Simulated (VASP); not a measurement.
Write the native input for VASP 6.6.1 that does the following.

- Task: single point
- Functional: PBEsol
- Potentials or basis: VASP PAW PBE potentials, release 64 (Ge_d)
- Cutoff: 520 eV
- k mesh: 5 × 5 × 5
- Occupations: methfessel-paxton, width 0.1 eV
- Spin: no spin polarisation
- Dipole correction: no
- Further INCAR settings: ALGO = Normal; EDIFF = 1e-07; NBANDS = 66

The structure of Ge lies in POSCAR:

```
Ge
1.0
    6.1199330000      0.0000000000      0.0000000000
   -2.0906710333      5.7517540416      0.0000000000
   -2.0906710333     -2.9844238633      4.9168982864
Ge
8
Direct
    0.7144810000      0.7144810000      0.7144810000
    0.2855190000      0.2855190000      0.2855190000
    0.0269300000      0.7217670000      0.5300530000
    0.5300530000      0.0269300000      0.7217670000
    0.7217670000      0.5300530000      0.0269300000
    0.9730700000      0.2782330000      0.4699470000
    0.4699470000      0.9730700000      0.2782330000
    0.2782330000      0.4699470000      0.9730700000
```

The input as run:

INCAR

```
PREC = Accurate ; ENCUT = 520
EDIFF = 1E-7 ; ISMEAR = 1
SIGMA = 0.1 ; LREAL = F
LASPH = T ; NELM = 100
ALGO = Normal ; ISIF = 2
LWAVE = F ; LCHARG = F
GGA = PS ; NBANDS = 66
```

KPOINTS

```
Automatic mesh
0
Gamma
  5 5 5
```

Potentials or basis: VASP PAW PBE potentials, release 64 (Ge_d).

Command:

```sh
$ cat potpaw_PBE.64/Ge_d/POTCAR > POTCAR
$ mpirun -np 1 vasp_std > vasp.out
```

It gave:

```yaml
Pressure: -3.2 GPa
Largest_force: 0.068 eV/Å
Band_gap_on_the_k_mesh: zero (bands 56 and 57 overlap by 0.21 eV)
```

Caveat: the cell stands under tension; semilocal functionals underestimate gaps, so a narrow gap can read as zero; the PAW data sets were made with another functional, which shifts forces and pressure a little.

Wall time 4.4 min on 1 thread of Intel(R) Xeon(R) Platinum 8375C CPU @ 2.90GHz (Ice Lake), on a shared host, peak memory 0.41 GiB.
